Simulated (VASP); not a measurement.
Here is a VASP 6.6.1 calculation.

Contents of POSCAR:

```
Rh
1.0
    2.6177544318      0.0000000000      0.0000000000
   -1.3088772159      2.2670418388      0.0000000000
    0.0000000000      0.0000000000      4.2211765401
Rh
2
Direct
    0.6666666667      0.3333333333      0.7500000000
    0.3333333333      0.6666666667      0.2500000000
```

File INCAR.step1:

```
PREC = Accurate ; ENCUT = 520
ISMEAR = 0 ; SIGMA = 0.1
LREAL = False ; LASPH = True
NELM = 100 ; NBANDS = 22
GGA = PE ; ALGO = Normal
EDIFF = 1E-4 ; LWAVE = True
LCHARG = False
```

The input INCAR.step2:

```
PREC = Accurate ; ENCUT = 520
EDIFF = 1E-7 ; ISMEAR = 0
SIGMA = 0.1 ; LREAL = False
LASPH = True ; NELM = 100
ALGO = Normal ; ISIF = 2
LWAVE = False ; LCHARG = False
METAGGA = R2SCAN ; LMIXTAU = True
NBANDS = 22 ; ISTART = 1
```

Contents of KPOINTS:

```
Automatic mesh
0
Gamma
  18 18 10
```

Potentials or basis: VASP PAW PBE potentials, release 64 (Rh_pv).

The run is started by

```console
$ cat potpaw_PBE.64/Rh_pv/POTCAR > POTCAR
$ cp INCAR.step1 INCAR
$ mpirun -np 1 vasp_std > vasp.out
$ cp INCAR.step2 INCAR
$ mpirun -np 1 vasp_std > vasp.out
```

Problem. Estimate the pressure.

Solution. 35.5 GPa.

Problem. Predict the band gap on the k mesh.

Solution. Zero (bands 15 and 16 overlap by 2.89 eV).

Stress tensor (GPa, compression positive):
```
35.44  0.00  0.00
 0.00 35.44  0.00
 0.00  0.00 35.53
```

Caveat: the cell stands under pressure; the PAW data sets were made with another functional, which shifts forces and pressure a little.
